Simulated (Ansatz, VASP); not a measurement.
**TiO2: VASP beside Ansatz**

Contents of INCAR:

```
SYSTEM = TiO2
  PREC = Accurate
  ENCUT = 520
  EDIFF = 1E-8
  ISMEAR = -1
  SIGMA = 0.02
  LREAL = .FALSE.
  LASPH = .TRUE.
  NELM = 80
  ALGO = Normal
  ISIF = 2
  LWAVE = .FALSE.
  LCHARG = .FALSE.
  GGA = PE
  LEFG = .TRUE.
  NBANDS = 33
```

File KPOINTS:

```
regular mesh
0
G
  7 7 10
  0 0 0
```

Contents of POSCAR:

```
TiO2
1.0
    4.5922000000      0.0000000000      0.0000000000
    0.0000000000      4.5922000000      0.0000000000
    0.0000000000      0.0000000000      2.9574000000
Ti O
2 4
Direct
    0.0000000000      0.0000000000      0.0000000000
    0.5000000000      0.5000000000      0.5000000000
    0.3049600000      0.3049600000      0.0000000000
    0.1950400000      0.8049600000      0.5000000000
    0.6950400000      0.6950400000      0.0000000000
    0.8049600000      0.1950400000      0.5000000000
```

Input for Ansatz:

```yaml
crystal:
  lattice:
    - [4.5922, 0.0, 0.0]
    - [0.0, 4.5922, 0.0]
    - [0.0, 0.0, 2.9574]
  atoms:
    - { symbol: Ti, position: [0.0, 0.0, 0.0] }
    - { symbol: Ti, position: [0.5, 0.5, 0.5] }
    - { symbol: O, position: [0.30496, 0.30496, 0.0] }
    - { symbol: O, position: [0.19504, 0.80496, 0.5] }
    - { symbol: O, position: [0.69504, 0.69504, 0.0] }
    - { symbol: O, position: [0.80496, 0.19504, 0.5] }
kpoints:
  mp_grid: { grid: [7, 7, 10] }
scf:
  occupations: { method: fermi_dirac, width: 0.02 }
hamiltonian:
  xc: pbe
  pseudopotentials: { kind: paw }
output:
  forces: true
  stress: true
  populations: true
  efg:
    quadrupole_moments_barn: { Ti: 0.247, O: -0.02558 }
    contact_densities: true
basis:
  ecutwfc: "500 eV"
```

Alike in both runs: task electric field gradients; functional PBE; k mesh 7 × 7 × 10; occupations fermi-dirac, width 0.02 eV; no spin polarisation.

|  | VASP | Ansatz |
| --- | --- | --- |
| version | VASP 6.6.1 | Ansatz 0.2.0 |
| potentials or method | VASP PAW PBE potentials, release 64 (Ti_sv, O), cutoff 520 eV | plane-wave PAW, scalar-relativistic |
| valence electrons in the cell | 48 | 48 |

Ansatz gave:

- gap on the k mesh at the Fermi level (eV): 1.90
- pressure (GPa): 5.4
- traceless stress, the component that is largest in VASP (GPa): -0.54
- rms of the force components (eV/Å): 0.047
- size of Vzz on the site where it differs most (V/Å²): 23.8

Problem. What did VASP give for the same quantities?

Solution. gap on the k mesh at the Fermi level (eV): 1.87; pressure (GPa): 6.1; traceless stress, the component that is largest in VASP (GPa): -0.33; rms of the force components (eV/Å): 0.059; size of Vzz on the site where it differs most (V/Å²): 22.5.

Atom by atom the forces differ by 0.012 eV/Å (rms over components).
